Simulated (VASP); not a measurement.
# W4C4F in VASP: notebook

The runs below take W4C4F through single point, with PBEsol.

All numbers are computed with VASP 6.6.1; they aren't measurements. Logs are shortened: lines on timing, memory, paths and dates and some standing lists are left out, and cuts for length are marked.

### Step 1. The cell of the first run

The cell holds a slab with vacuum, 18 atoms: a = 5.799 Å, b = 5.799 Å, c = 17.245 Å, α = 90.00°, β = 90.00°, γ = 120.00°.

### Step 2. Single point, PBEsol

INCAR reads:

```
SYSTEM = W4C4F
PREC = Accurate
ENCUT = 520
EDIFF = 1E-6
ISMEAR = -1
SIGMA = 0.05
LREAL = Auto
LASPH = .TRUE.
NELM = 60
ALGO = Normal
ISIF = 2
LWAVE = .FALSE.
LCHARG = .FALSE.
GGA = PS
NBANDS = 94
```

KPOINTS reads:

```
Automatic mesh
0
G
  3 3 1
  0 0 0
```

POSCAR reads:

```
W4C4F
1.0
    5.7990000000      0.0000000000      0.0000000000
   -2.8995000000      5.0220810000      0.0000000000
    0.0000000000      0.0000000000     17.2453000000
W C F
8 8 2
Direct
    0.0000000000      0.0000000000      0.0579868138
   -0.0026303688      0.0073276397      0.2098658765
   -0.0000126544      0.4999919356      0.0579868138
   -0.0010650971      0.4931620975      0.2178912515
    0.5000000000      0.0000000000      0.0579868138
    0.5062239871      0.0074471121      0.2175955188
    0.5000045900      0.4999919356      0.0579868138
    0.5120428720      0.5046513587      0.2128463987
    0.3363972395      0.1641550584      0.1351208735
    0.4809828787      0.3282702927      0.3168631453
    0.3287886978      0.6702002616      0.1332594968
    0.1259147708      0.1895429405      0.3219659849
    0.8249896355      0.1700689415      0.1383855311
    0.8220348848      0.2130989126      0.2968866880
    0.8436751572      0.6754172225      0.1321809421
    0.7750803662      0.5300193286      0.3061181887
    1.1181347237      0.8845536342      0.3379761442
    1.6699094455      0.9738592428      0.3435660731
```

Potentials or basis: VASP PAW PBE potentials, release 64 (W_sv, C, F).

On the command line:

```
$ cat potpaw_PBE.64/W_sv/POTCAR potpaw_PBE.64/C/POTCAR potpaw_PBE.64/F/POTCAR > POTCAR
$ mpirun -np 1 vasp_std > vasp.out
```

OUTCAR:

```text
SYSTEM = W4C4F
   PREC = Accurate
   ENCUT = 520
   EDIFF = 1E-6
   ISMEAR = -1
   LREAL = Auto
   LASPH = .TRUE.
   NELM = 60
   ISIF = 2
   GGA = PS

 ion  position               nearest neighbor table
   1  0.000  0.000  0.058-  15 2.07   9 2.15  13 2.22   2 2.62   3 2.90   7 2.90   5 2.90   5 2.90
                             7 2.90   3 2.90
   2  0.997  0.007  0.210-  13 2.09   9 2.14  15 2.14  12 2.15  14 2.43  17 2.53   1 2.62   4 2.82
                             6 2.85   8 2.87   8 2.94   6 2.95   4 2.99
   3  1.000  0.500  0.058-  11 2.10  15 2.10  13 2.16   4 2.76   7 2.90   5 2.90   1 2.90   1 2.90
                             5 2.90   7 2.90
   4  0.999  0.493  0.218-  14 1.97  16 2.08  13 2.13  11 2.21  15 2.25   3 2.76   2 2.82   6 2.84
                             8 2.86   8 2.94   6 2.96   2 2.99
   5  0.500  0.000  0.058-  11 2.10   9 2.12  13 2.14   6 2.75   3 2.90   7 2.90   1 2.90   1 2.90
                             7 2.90   3 2.90
   6  0.506  0.007  0.218-  13 2.10  14 2.11   9 2.17  11 2.23  18 2.42  10 2.59   5 2.75   4 2.84
                             2 2.85   8 2.87   8 2.93   2 2.95   4 2.96
   7  0.500  0.500  0.058-   9 2.15  15 2.15  11 2.15   8 2.67   3 2.90   5 2.90   1 2.90   1 2.90
                             5 2.90   3 2.90
   8  0.512  0.505  0.213-  10 2.03  15 2.17  16 2.17   9 2.17  11 2.23   7 2.67   4 2.86   2 2.87
                             6 2.87   6 2.93   2 2.94   4 2.94
   9  0.336  0.164  0.135-   5 2.12   2 2.14   7 2.15   1 2.15   6 2.17   8 2.17
  10  0.481  0.328  0.317-  16 1.52  12 1.80   8 2.03   6 2.59
  11  0.329  0.670  0.133-   3 2.10   5 2.10   7 2.15   4 2.21   8 2.23   6 2.23
  12  0.126  0.190  0.322-  17 1.77  10 1.80  14 1.88   2 2.15
  13  0.825  0.170  0.138-   2 2.09   6 2.10   4 2.13   5 2.14   3 2.16   1 2.22
  14  0.822  0.213  0.297-  18 1.46  12 1.88   4 1.97  16 1.99   6 2.11   2 2.43
  15  0.844  0.675  0.132-   1 2.07   3 2.10   2 2.14   7 2.15   8 2.17   4 2.25
  16  0.775  0.530  0.306-  10 1.52  14 1.99   4 2.08   8 2.17
  17  0.118  0.885  0.338-  12 1.77   2 2.53
  18  0.670  0.974  0.344-  14 1.46   6 2.42

  LATTYP: Found a hexagonal cell.
 ALAT       =     5.7990000000
 C/A-ratio  =     2.9738403173

  Lattice vectors:

 A1 = (   5.7990000000,   0.0000000000,   0.0000000000)
 A2 = (  -2.8995000000,   5.0220810000,   0.0000000000)
 A3 = (   0.0000000000,   0.0000000000,  17.2453000000)

Analysis of symmetry for initial positions (statically):
=====================================================================
 Subroutine PRICEL returns:
 Original cell was already a primitive cell.

 Routine SETGRP: Setting up the symmetry group for a
 hexagonal supercell.

 Subroutine GETGRP returns: Found  1 space group operations
 (whereof  1 operations were pure point group operations)
 out of a pool of 24 trial point group operations.

The static configuration has the point symmetry C_1 .

[... 135 lines left out ...]
   NELECT =     158.0000    total number of electrons
   NUPDOWN=      -1.0000    fix difference up-down
   EMIN   =  10.00;   EMAX   =-10.00  energy-range for DOS
   EFERMI =   0.00;   METHOD = LEGACY
   ISMEAR =    -1;   SIGMA  =   0.05  broadening in eV -4-tet -1-fermi 0-gaus
   EFERMI_NEDOS =   21; number of points for ismear=-14 and -15
   IALGO  =     38    algorithm
   IMIX   =      4    mixing-type and parameters
     AMIX     =   0.40;   BMIX     =  1.00
     AMIX_MAG =   1.60;   BMIX_MAG =  1.00
  volume/ion in A,a.u.               =      27.90       188.29
  Fermi-wavevector in a.u.,A,eV,Ry     =   1.113417  2.104054 16.867119  1.239698
  Thomas-Fermi vector in A             =   2.250002
   LORBIT       =      0    0 simple, 1 ext, 2 COOP (PROOUT), +10 PAW based schemes
   GGA     = PS    functional components
   LHFCALC =     F    Hartree Fock is set to
   AEXX    =    0.0000 exact exchange contribution
   IVDW    =     0    specifies the selected vdW correction
   LEPSILON=     F    determine dielectric tensor
   LRPA    =     F    only Hartree local field effects (RPA)
 non-spin polarized calculation
  energy-cutoff  :      520.00
  volume of cell :      502.24
 maximum number of plane-waves:     13557
 NGX is ok and might be reduce to    48
   NGX = 21   NGY = 21   NGZ = 65

 number of electron     157.9999999 magnetization

 Free energy of the ion-electron system (eV)
  ---------------------------------------------------
  ext. energy  EPLUGINS =         0.00000000
  ---------------------------------------------------
  free energy    TOTEN  =      -175.33941774 eV

  energy without entropy =     -175.27880536  energy(sigma->0) =     -175.30911155

 E-fermi :   0.5306     XC(G=0):  -6.0793

 val. band max:        0.4200363955   @ k =   0.0000   0.0000   0.0000
 cond. band min:       0.5666048148   @ k =   0.3333  -0.0000   0.0000
 fundamental gap:      0.1465684193
 Fermi energy:         0.5306229749

 k-point     1 :       0.0000    0.0000    0.0000
  band No.  band energies     occupation
      1     -73.8347      2.00000
      2     -73.7086      2.00000
      3     -73.5692      2.00000
      4     -73.5436      2.00000
      5     -73.5216      2.00000
      6     -73.5088      2.00000
[... 459 lines left out ...]
     90       2.6451      0.00000
     91       2.8038      0.00000
 [bands above 91 left out]

------------------------ aborting loop because EDIFF is reached ----------------------------------------

  FORCE on cell =-STRESS in cart. coord.  units (eV):
  Direction    XX          YY          ZZ          XY          YZ          ZX
  --------------------------------------------------------------------------------------
  -------------------------------------------------------------------------------------
  Total      -14.6579583     -7.1316912     15.4242984     -2.4799006     -1.5607435      2.3701053
  in kB      -46.7602137    -22.7507405     49.2049080     -7.9111073     -4.9789132      7.5608503
  external PRESSURE =      -6.7686821 kB  Pullay stress =       0.0000000 kB

 VOLUME and BASIS-vectors are now :
 -----------------------------------------------------------------------------
  energy-cutoff  :      520.00
  volume of cell :      502.24
      direct lattice vectors                 reciprocal lattice vectors
     5.799000000  0.000000000  0.000000000     0.172443525  0.099560322  0.000000000
    -2.899500000  5.022081000  0.000000000     0.000000000  0.199120643  0.000000000
     0.000000000  0.000000000 17.245300000     0.000000000  0.000000000  0.057986814

 POSITION                                       TOTAL-FORCE (eV/Angst)
 -----------------------------------------------------------------------------------
      0.00000      0.00000      1.00000        -0.028893      0.213971     -1.732966
      5.76250      0.03680      3.61920        -0.293295     -0.546022      3.208840
      4.34920      2.51100      1.00000         0.299391      0.287698     -0.854010
      4.36290      2.47670      3.75760         0.478385      2.656148     -0.867290
      2.89950      0.00000      1.00000        -0.096584     -0.040533     -0.565487
      2.91400      0.03740      3.75250        -1.445286     -0.735834      0.110219
[... 10 lines left out ...]
     -1.87970      4.44230      5.82850        -0.054703     -0.279298      0.504733
      1.06110      4.89080      5.92490        -1.308814      1.015297      1.060709
 -----------------------------------------------------------------------------------
    total drift:                               -0.007639      0.016995     -0.003223

  FREE ENERGIE OF THE ION-ELECTRON SYSTEM (eV)
  ---------------------------------------------------
  free  energy   TOTEN  =      -175.3394177362 eV

  energy  without entropy=     -175.2788053584  energy(sigma->0) =     -175.30911155
```

OSZICAR:

```text
N       E                     dE             d eps       ncg     rms          rms(c)
DAV:   1     0.186182280021E+04    0.18618E+04   -0.92222E+04  1116   0.160E+03
DAV:   2    -0.633625263319E+02   -0.19252E+04   -0.18851E+04  1082   0.478E+02
DAV:   3    -0.188314302103E+03   -0.12495E+03   -0.12094E+03  1112   0.120E+02
[... 23 lines left out ...]
DAV:  27    -0.175339404745E+03   -0.16396E-04   -0.47579E-07   634   0.326E-03    0.123E-03
DAV:  28    -0.175339411746E+03   -0.70007E-05   -0.22236E-07   550   0.201E-03    0.651E-04
DAV:  29    -0.175339416121E+03   -0.43754E-05   -0.20461E-07   602   0.162E-03    0.468E-04
DAV:  30    -0.175339417336E+03   -0.12153E-05   -0.70324E-08   542   0.857E-04    0.312E-04
DAV:  31    -0.175339417736E+03   -0.39976E-06   -0.33057E-08   524   0.575E-04
   1 F= -.17533942E+03 E0= -.17530911E+03  d E =-.606124E-01
```

stdout:

```text
POSCAR found type information on POSCAR W C F
 POSCAR found :  3 types and      18 ions
 scaLAPACK will be used
 -----------------------------------------------------------------------------
|                                                                             |
|                                                                             |
|     You enforced a specific xc type in the INCAR file but a different       |
|     I HOPE YOU KNOW WHAT YOU ARE DOING!                                     |
|                                                                             |
 -----------------------------------------------------------------------------

 LDA part: xc-table for (Slater+PW92), standard interpolation
 POSCAR, INCAR and KPOINTS ok, starting setup
 FFT: planning ... GRIDC
 FFT: planning ... GRID_SOFT
 FFT: planning ... GRID
 WAVECAR not read
 entering main loop
```

Wall time 13 min (1 thread of Intel Xeon Platinum 8488C (Sapphire Rapids), shared host); peak memory 0.68 GiB.

What came out:

```
Free energy            : -175.3394 eV
Largest force          : 4.919 eV/Å
Band gap on the k mesh : zero (bands 79 and 80 overlap by 0.45 eV)
```

Forces on the atoms (eV/Å):
```
W   -0.029  0.214 -1.733
W   -0.293 -0.546  3.209
W    0.299  0.288 -0.854
W    0.478  2.656 -0.867
W   -0.097 -0.041 -0.565
W   -1.445 -0.736  0.110
W   -0.118  0.240 -1.304
W   -1.348  0.733 -0.065
C    0.016  0.493  0.253
C   -0.659  0.441  0.394
C    0.474 -0.277  0.202
C    3.478  2.510 -1.269
C    0.211 -0.040 -0.954
C    3.738 -2.771  1.593
C   -0.402 -1.145  0.380
C   -2.941 -2.756 -0.095
F   -0.055 -0.279  0.505
F   -1.309  1.015  1.061
```

Levels at points of the mesh, in eV from the Fermi level:
| k point | band 76 | band 77 | band 78 | band 79 | band 80 | band 81 | band 82 | band 83 |
| --- | --- | --- | --- | --- | --- | --- | --- | --- |
| (0.00, 0.00, 0.00) | -0.11 | 0.14 | 0.21 | 0.31 | 0.34 | 0.58 | 0.76 | 1.34 |

Caveat: the k points lie up to 0.42 Å⁻¹ apart; there is no dipole correction, which matters where the two faces differ; the PAW data sets were made with another functional, which shifts forces and pressure a little; spin-orbit coupling is left out, which moves the levels of the heavy elements.

### Step 3. Single point, PBEsol

INCAR reads:

```
ALGO = Normal ; EDIFF = 1E-7
ENCUT = 520 ; GGA = PS
ISIF = 2 ; ISMEAR = -1
LASPH = True ; LCHARG = True
LELF = True ; LREAL = Auto
LVHAR = True ; LWAVE = False
NBANDS = 94 ; NELM = 100
PREC = Accurate ; SIGMA = 0.05
```

KPOINTS reads:

```
k-points
0
Gamma
  3 3 1
```

POSCAR reads:

```
W4C4F
1.0
    5.7990000000      0.0000000000      0.0000000000
   -2.8995000000      5.0220810000      0.0000000000
    0.0000000000      0.0000000000     17.2453000000
W C F
8 8 2
Direct
    0.0000000000      0.0000000000      0.0579868138
    0.0044617694      0.0039226767      0.2070129253
   -0.0000126544      0.4999919356      0.0579868138
    0.0227092397      0.5156029941      0.2144990229
    0.5000000000      0.0000000000      0.0579868138
    0.4974094553      0.0074072879      0.2103471671
    0.5000045900      0.4999919356      0.0579868138
    0.5404456005      0.5260369158      0.2075058132
    0.3447242480      0.1820161801      0.1322099355
    0.9758544802      0.3456734370      0.3293477063
    0.3516634271      0.6704591184      0.1298788655
    0.0139087300     -0.6547484997      0.4102799024
    0.8352428022      0.1792284911      0.1342684674
    0.7016650115      0.1118659775      0.2964749816
    0.8394713896      0.6732866316      0.1341930845
    0.4636934604      0.2781715389      0.3146422504
    1.1128590426      0.4644489008      0.4609139882
    2.4815175598      1.4883670733      0.4865151665
```

Potentials or basis: VASP PAW PBE potentials, release 64 (W_sv, C, F).

On the command line:

```
$ cat potpaw_PBE.64/W_sv/POTCAR potpaw_PBE.64/C/POTCAR potpaw_PBE.64/F/POTCAR > POTCAR
$ mpirun -np 1 vasp_std > vasp.out
```

Wall time 29 min (1 thread of Intel Xeon Platinum 8488C (Sapphire Rapids), shared host); peak memory 0.69 GiB.

It converged, with:

```
Free energy            : -171.8502 eV
Largest force          : 19.863 eV/Å
Band gap on the k mesh : zero (bands 79 and 80 overlap by 0.44 eV)
```

Forces on the atoms (eV/Å):
```
W     0.082   0.588  -2.164
W     0.172   0.890   3.725
W     0.415   0.377  -1.486
W    -0.552  -0.517   0.658
W     0.232   0.553  -2.959
W    -2.304  -1.731  -0.333
W     0.575   0.187  -3.765
W    -2.196  -1.680   5.715
C    -0.403  -0.306   0.351
C    -1.150  -3.656   3.307
C    -1.608  -0.218   1.262
C    -3.678  -7.810 -17.889
C     0.517   0.059   0.029
C     3.704   5.016   4.600
C     1.745   0.016  -1.318
C     0.887  -0.505  -3.532
F     2.981   8.703  14.054
F     0.582   0.034  -0.255
```

Levels at points of the mesh, in eV from the Fermi level:
```tsv
k point	band 77	band 78	band 79	band 80	band 81	band 82
(0.00, 0.00, 0.00)	0.01	0.12	0.24	0.34	0.38	0.57
```

Caveat: the k points lie up to 0.42 Å⁻¹ apart; there is no dipole correction, which matters where the two faces differ; the PAW data sets were made with another functional, which shifts forces and pressure a little; spin-orbit coupling is left out, which moves the levels of the heavy elements.

### Step 4. Single point, PBEsol

INCAR reads:

```
SYSTEM = W4C4F
  PREC = Accurate
  ENCUT = 520
  EDIFF = 1E-6
  ISMEAR = -1
  SIGMA = 0.05
  LREAL = Auto
  LASPH = .TRUE.
  NELM = 100
  ALGO = Normal
  ISIF = 2
  LWAVE = .FALSE.
  LCHARG = .FALSE.
  GGA = PS
  NBANDS = 94
```

KPOINTS reads:

```
Automatic mesh
0
G
  3 3 1
  0 0 0
```

POSCAR reads:

```
W4C4F
1.0
    5.7990000000      0.0000000000      0.0000000000
   -2.8995000000      5.0220810000      0.0000000000
    0.0000000000      0.0000000000     17.2453000000
W C F
8 8 2
Direct
    0.0000000000      0.0000000000      0.0579868138
    0.0202599089      0.0173434080      0.2461946153
   -0.0000126544      0.4999919356      0.0579868138
    0.0132003880      0.5050695120      0.2267748314
    0.5000000000      0.0000000000      0.0579868138
    0.4947794511     -0.0183390113      0.2199091926
    0.5000045900      0.4999919356      0.0579868138
    0.5069750411      0.5333844675      0.2341739488
    0.3308910724      0.1751465179      0.1485738143
    1.1053600890     -0.2695695271      0.3015256331
    0.3455869817      0.6692046584      0.1488347550
    0.1930184012     -0.8934941511      0.5330785779
    0.8271304767      0.1787306895      0.1360544612
    1.2918107578      0.3025040815      0.3128272631
    0.8307890053      0.6754769587      0.1353122300
    0.0940347110     -0.0396250080      0.3832232550
    0.9379357718      0.0524882016      0.4920703032
    3.3387696389      2.0140455719      0.5802682470
```

On the command line:

```
$ cat potpaw_PBE.64/W_sv/POTCAR potpaw_PBE.64/C/POTCAR potpaw_PBE.64/F/POTCAR > POTCAR
$ mpirun -np 1 vasp_std > vasp.out
```

Run time: 12 min. Hardware: 1 thread of Intel Xeon Platinum 8488C (Sapphire Rapids), shared host; peak memory 0.68 GiB.

Results (log left out):

```
Free energy            : -169.0874 eV
Largest force          : 11.080 eV/Å
Band gap on the k mesh : zero (bands 79 and 80 overlap by 0.44 eV)
```

Forces in eV/Å, atoms in the order of the input:
```
W   -0.079  0.430  2.431
W    0.213 -0.534 -2.910
W   -0.357  0.089  1.795
W   -0.727 -5.720 -6.535
W   -0.049  0.334  1.923
W   -0.544  3.495  1.315
W    0.035 -0.034  2.486
W    2.817 -1.351 -3.550
C    0.000 -0.219 -0.737
C   -2.319  7.730  7.593
C   -0.687 -0.794 -2.588
C    1.220  4.045 -0.757
C    0.435 -1.211 -0.213
C   -0.895 -2.132  2.821
C    0.881 -0.358  0.361
C    1.968  0.121 -4.674
F    0.319 -1.978  2.095
F   -2.231 -1.915 -0.855
```

Levels at points of the mesh, in eV from the Fermi level:
| k point | band 76 | band 77 | band 78 | band 79 | band 80 | band 81 | band 82 | band 83 |
| --- | --- | --- | --- | --- | --- | --- | --- | --- |
| (0.00, 0.00, 0.00) | -0.13 | 0.30 | 0.35 | 0.38 | 0.66 | 0.69 | 0.80 | 0.87 |

Caveat: the k points lie up to 0.42 Å⁻¹ apart; there is no dipole correction, which matters where the two faces differ; the PAW data sets were made with another functional, which shifts forces and pressure a little; spin-orbit coupling is left out, which moves the levels of the heavy elements.

### Step 5. The runs side by side

```tsv
cell	gap on the mesh (eV)	largest force (eV/Å)
as given, atomic positions A	none	4.92
as given, atomic positions B	none	19.86
as given, atomic positions C	none	11.08
```

Alike in all rows: task single point; level PBEsol; potentials or basis VASP PAW PBE potentials, release 64 (W_sv, C, F); no spin polarisation; k mesh 3 × 3 × 1; cutoff (eV) 520; smearing fermi-dirac 0.05 eV.

Caveats: all runs use coarse meshes; there is no dipole correction, which matters where the two faces differ; the PAW data sets were made with another functional, which shifts forces and pressure a little; spin-orbit coupling is left out, which moves the levels of the heavy elements.

Absolute energies hang on the potentials; compare differences alone.

The gap in the log of VASP goes by the Fermi energy; the results here count the filled bands.